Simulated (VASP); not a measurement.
Set up this calculation in VASP 6.6.1, as the native input.

```
Task                   : single point
Functional             : PBE
Potentials or basis    : VASP PAW PBE potentials, release 64 (Na_pv, Ba_sv, Mn_pv, P, O)
Cutoff                 : 520 eV
k mesh                 : 6 × 6 × 4
Occupations            : gaussian, width 0.05 eV
Spin                   : no spin polarisation
Dipole correction      : no
Further INCAR settings : ALGO = Normal; EDIFF = 1e-06; NBANDS = 60
```

The structure of BaNa2MnP2O8 lies in POSCAR:

```
BaNa2MnP2O8
1.0
    5.4632084092      0.0000000000      0.0000000000
   -2.7316042046      4.7312772685      0.0000000000
    0.0000000000      0.0000000000      7.1317840232
Na Ba Mn P O
2 1 1 2 8
Direct
    0.3333333333      0.6666666667      0.1859588300
    0.6666666667      0.3333333333      0.8140411700
    0.0000000000      0.0000000000      0.5000000000
    0.0000000000      0.0000000000      0.0000000000
    0.3333333333      0.6666666667      0.7331573498
    0.6666666667      0.3333333333      0.2668426502
    0.3333333333      0.6666666667      0.5174025621
    0.6666666667      0.3333333333      0.4825974379
    0.8212311382      0.6424622764      0.1893370945
    0.8212311382      0.1787688618      0.1893370945
    0.3575377236      0.1787688618      0.1893370945
    0.1787688618      0.3575377236      0.8106629055
    0.1787688618      0.8212311382      0.8106629055
    0.6424622764      0.8212311382      0.8106629055
```

These files were run (other wordings do the same):

INCAR

```
ALGO = Normal
EDIFF = 1E-6
ENCUT = 520
GGA = PE
ISIF = 2
ISMEAR = 0
LASPH = True
LCHARG = False
LREAL = False
LWAVE = False
NBANDS = 60
NELM = 100
PREC = Accurate
SIGMA = 0.05
```

KPOINTS

```
k-points
0
Gamma
  6 6 4
```

Potentials or basis: VASP PAW PBE potentials, release 64 (Na_pv, Ba_sv, Mn_pv, P, O).

Command:

```console
$ cat potpaw_PBE.64/Na_pv/POTCAR potpaw_PBE.64/Ba_sv/POTCAR potpaw_PBE.64/Mn_pv/POTCAR potpaw_PBE.64/P/POTCAR potpaw_PBE.64/O/POTCAR > POTCAR
$ mpirun -np 1 vasp_std > vasp.out
```

It gave:

The pressure is -4.4 GPa, the largest force is 0.604 eV/Å and the band gap on the k mesh is zero (an odd number of electrons rules out a gap without spin polarisation).

Caveat: the cell stands under tension; spin-orbit coupling is left out, which moves the levels of the heavy elements; an odd number of electrons without spin polarisation forces a metal; a magnetic or distorted state may lie lower; the run has no spin polarisation, though such a crystal can be magnetic; semilocal functionals often make such compounds metallic where correlation or magnetic order opens a gap, which also shifts bond lengths.

Wall time 5.2 min on 1 thread of Intel(R) Xeon(R) Platinum 8488C (Sapphire Rapids), with other jobs on the host, peak memory 0.44 GiB.
